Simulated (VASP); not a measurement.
# Eu (Pm-3m) in VASP: notebook, part 2 of 2

VASP 6.6.1. Earlier steps stand in the parts before.

## Step 4: Single point, LDA, collinear spin, ferromagnetic start (22.59 Å³/atom)

This run uses another cell than the first one, of 22.59 Å³/atom.

The input, INCAR:

```
ALGO = Normal
EDIFF = 1E-7
ENCUT = 520
GGA = CA
ISIF = 2
ISMEAR = -1
ISPIN = 2
LASPH = True
LCHARG = True
LELF = True
LMAXMIX = 6
LORBIT = 11
LREAL = False
LVHAR = True
LWAVE = False
MAGMOM = 7
NBANDS = 18
NELM = 150
PREC = Accurate
SIGMA = 0.05
```

The input, KPOINTS:

```
k-points
0
Gamma
  11 11 11
```

The input, POSCAR:

```
Eu
1.0
    2.8266725476      0.0000000000      0.0000000000
    0.0000000000      2.8266725476      0.0000000000
    0.0000000000      0.0000000000      2.8266725476
Eu
1
Direct
    0.0000000000      0.0000000000      0.0000000000
```

Started as:

```
cat potpaw_PBE.64/Eu/POTCAR > POTCAR
mpirun -np 1 vasp_std > vasp.out
```

Run time: 34 s. Hardware: 1 thread of Intel Xeon Platinum 8488C (Sapphire Rapids), shared host; peak memory 0.17 GiB.

The run converged. Its results:

* Free energy: -10.6689 eV
* Pressure: 15.4 GPa
* Net moment: 7.13 μB per cell
* Site moments: Eu +6.73 μB
* Valence electrons inside the program's atomic spheres: Eu 15.11

Levels at points of the mesh, in eV from the Fermi level:
Spin up:
```csv
k point,band 8,band 9,band 10,band 11,band 12,band 13,band 14,band 15,band 16,band 17
"(0.00, 0.00, 0.00)",-0.82,-0.82,-0.82,-0.60,-0.60,-0.60,-0.41,9.67,9.67,9.67
```
Spin down:
| k point | band 2 | band 3 | band 4 | band 5 | band 6 | band 7 | band 8 | band 9 |
| --- | --- | --- | --- | --- | --- | --- | --- | --- |
| (0.00, 0.00, 0.00) | -16.69 | -16.69 | -16.69 | -3.18 | -0.42 | -0.42 | 3.45 | 3.45 |

Caveat: the cell stands under pressure; the PAW data sets were made with another functional, which shifts forces and pressure a little; spin-orbit coupling is left out, which moves the levels of the heavy elements; semilocal functionals describe open f shells poorly, which spoils levels, moments and volumes. The state reached can hang on the start; a lower one may exist.

## Step 5: Single point, LDA, collinear spin, ferromagnetic start (22.59 Å³/atom)

This run uses another cell than the first one, of 22.59 Å³/atom.

The input, INCAR:

```
SYSTEM = Eu
ALGO = Normal
EDIFF = 1E-7
ENCUT = 520
GGA = CA
ISIF = 2
ISMEAR = -1
ISPIN = 2
LASPH = .True.
LCHARG = .False.
LMAXMIX = 6
LORBIT = 11
LREAL = .False.
LWAVE = .False.
MAGMOM = 7
NBANDS = 18
NELM = 150
PREC = Accurate
SIGMA = 0.05
```

The input, KPOINTS:

```
k-points
0
Gamma
  11 11 11
  0 0 0
```

POSCAR is that of step 4.

Started as:

```
cat potpaw_PBE.64/Eu/POTCAR > POTCAR
mpirun -np 1 vasp_std > vasp.out
```

Wall time 38 s (1 thread of Intel Xeon Platinum 8488C (Sapphire Rapids), shared host); peak memory 0.17 GiB.

The run converged. Its results:

- Free energy: -10.6689 eV
- Pressure: 15.4 GPa
- Net moment: 7.13 μB per cell
- Site moments: Eu +6.73 μB
- Valence electrons inside the program's atomic spheres: Eu 15.11

Levels at points of the mesh, in eV from the Fermi level:
Spin up:
| k point | band 10 | band 11 | band 12 | band 13 | band 14 | band 15 |
| --- | --- | --- | --- | --- | --- | --- |
| (0.00, 0.00, 0.00) | -0.82 | -0.60 | -0.60 | -0.60 | -0.41 | 9.67 |
Spin down:
| k point | band 2 | band 3 | band 4 | band 5 | band 6 | band 7 | band 8 | band 9 |
| --- | --- | --- | --- | --- | --- | --- | --- | --- |
| (0.00, 0.00, 0.00) | -16.69 | -16.69 | -16.69 | -3.18 | -0.42 | -0.42 | 3.45 | 3.45 |

Caveat: the cell stands under pressure; the PAW data sets were made with another functional, which shifts forces and pressure a little; spin-orbit coupling is left out, which moves the levels of the heavy elements; semilocal functionals describe open f shells poorly, which spoils levels, moments and volumes. The state reached can hang on the start; a lower one may exist.

## Step 6: Single point, RPBE, collinear spin, ferromagnetic start

This run uses another cell than the first one, of 22.59 Å³/atom.

The input, INCAR:

```
SYSTEM = Eu
PREC = Accurate
ENCUT = 520
EDIFF = 1E-7
ISMEAR = -1
SIGMA = 0.05
LREAL = .False.
LASPH = .True.
NELM = 150
ALGO = Normal
ISIF = 2
LWAVE = .False.
LCHARG = .True.
ISPIN = 2
MAGMOM = 7
LORBIT = 11
LMAXMIX = 6
GGA = RP
LELF = .True.
LVHAR = .True.
NBANDS = 18
```

The input, KPOINTS:

```
Automatic mesh
0
Gamma
  11 11 11
  0 0 0
```

POSCAR is that of step 5.

Potentials or basis: VASP PAW PBE potentials, release 64 (Eu).

Started as:

```
cat potpaw_PBE.64/Eu/POTCAR > POTCAR
mpirun -np 1 vasp_std > vasp.out
```

OUTCAR:

```text
SYSTEM = Eu
   PREC = Accurate
   ENCUT = 520
   EDIFF = 1E-7
   ISMEAR = -1
   LREAL = .False.
   LASPH = .True.
   NELM = 150
   ISIF = 2
   ISPIN = 2
   LORBIT = 11
   GGA = RP

 ion  position               nearest neighbor table
   1  0.000  0.000  0.000-

  LATTYP: Found a simple cubic cell.
 ALAT       =     2.8266725476

  Lattice vectors:

 A1 = (   2.8266725476,   0.0000000000,   0.0000000000)
 A2 = (   0.0000000000,   2.8266725476,   0.0000000000)
 A3 = (   0.0000000000,   0.0000000000,   2.8266725476)

Analysis of symmetry for initial positions (statically):
=====================================================================
 Subroutine PRICEL returns:
 Original cell was already a primitive cell.

 Routine SETGRP: Setting up the symmetry group for a
 simple cubic supercell.

 Subroutine GETGRP returns: Found 48 space group operations
 (whereof 48 operations were pure point group operations)
 out of a pool of 48 trial point group operations.

The static configuration has the point symmetry O_h .

Analysis of symmetry for dynamics (positions and initial velocities):
[... 684 lines left out ...]
 [... further k-points ...]

 spin component 2

 k-point     1 :       0.0000    0.0000    0.0000
  band No.  band energies     occupation
      1     -34.0451      1.00000
      2     -11.6823      1.00000
      3     -11.6823      1.00000
      4     -11.6823      1.00000
      5       1.9658      1.00000
      6       4.9794      0.79406
[... 493 lines left out ...]
     17      15.3752      0.00000
     18      19.2847      0.00000

 [... further k-points ...]

------------------------ aborting loop because EDIFF is reached ----------------------------------------

  FORCE on cell =-STRESS in cart. coord.  units (eV):
  Direction    XX          YY          ZZ          XY          YZ          ZX
  --------------------------------------------------------------------------------------
  -------------------------------------------------------------------------------------
  Total        3.8841446      3.8841446      3.8841446      0.0000000      0.0000000      0.0000000
  in kB      275.5367092    275.5367092    275.5367092      0.0000000      0.0000000      0.0000000
  external PRESSURE =     275.5367092 kB  Pullay stress =       0.0000000 kB

 VOLUME and BASIS-vectors are now :
 -----------------------------------------------------------------------------
  energy-cutoff  :      520.00
  volume of cell :       22.59
      direct lattice vectors                 reciprocal lattice vectors
     2.826672548  0.000000000  0.000000000     0.353772849  0.000000000  0.000000000
     0.000000000  2.826672548  0.000000000     0.000000000  0.353772849  0.000000000
     0.000000000  0.000000000  2.826672548     0.000000000  0.000000000  0.353772849

 POSITION                                       TOTAL-FORCE (eV/Angst)
 -----------------------------------------------------------------------------------
      0.00000      0.00000      0.00000         0.000000      0.000000      0.000000
 -----------------------------------------------------------------------------------
    total drift:                               -0.000000      0.000000      0.000000

  FREE ENERGIE OF THE ION-ELECTRON SYSTEM (eV)
  ---------------------------------------------------
  free  energy   TOTEN  =        -9.7414251389 eV

  energy  without entropy=       -9.7305369357  energy(sigma->0) =       -9.73598104

 total charge

# of ion       s       p       d       f       tot
--------------------------------------------------
    1        2.090   5.695   0.845   6.556  15.186

 magnetization (x)

# of ion       s       p       d       f       tot
--------------------------------------------------
    1        0.023  -0.092   0.333   6.492   6.755
```

stdout:

```text
POSCAR found type information on POSCAR Eu
 POSCAR found :  1 types and       1 ions
 scaLAPACK will be used
 -----------------------------------------------------------------------------
|                                                                             |
|                                                                             |
|     You enforced a specific xc type in the INCAR file but a different       |
|     I HOPE YOU KNOW WHAT YOU ARE DOING!                                     |
|                                                                             |
 -----------------------------------------------------------------------------

 LDA part: xc-table for (Slater+PW92), standard interpolation
 POSCAR, INCAR and KPOINTS ok, starting setup
 FFT: planning ... GRIDC
 FFT: planning ... GRID_SOFT
 FFT: planning ... GRID
 WAVECAR not read
 entering main loop
```

Run time: 43 s. Hardware: 1 thread of Intel Xeon Platinum 8488C (Sapphire Rapids), shared host; peak memory 0.19 GiB.

What came out:

```yaml
Free_energy: -9.7414 eV
Pressure: 27.6 GPa
Net_moment: 7.22 μB per cell
Site_moments: Eu +6.75 μB
Valence_electrons_inside_the_program's_atomic_spheres: Eu 15.19
```

Caveat: the cell stands under pressure; the PAW data sets were made with another functional, which shifts forces and pressure a little; spin-orbit coupling is left out, which moves the levels of the heavy elements; semilocal functionals describe open f shells poorly, which spoils levels, moments and volumes.

## Step 7: The runs side by side

```csv
level,cell,gap on the mesh (eV),pressure (GPa),moment (μB)
LDA,"a = 2.681 Å, 1 atom",none,28.9,6.83
LDA,"a = 2.827 Å, 1 atom",none,15.4,7.13
RPBE,"a = 2.827 Å, 1 atom",none,27.6,7.22
```

Alike in all rows: task single point; potentials or basis VASP PAW PBE potentials, release 64 (Eu); spin collinear, ferromagnetic start; k mesh 11 × 11 × 11; cutoff (eV) 520; smearing fermi-dirac 0.05 eV.

Caveats: the cell stands under pressure; the PAW data sets were made with another functional, which shifts forces and pressure a little; spin-orbit coupling is left out, which moves the levels of the heavy elements; semilocal functionals describe open f shells poorly, which spoils levels, moments and volumes.

Absolute energies hang on the potentials; compare differences alone.
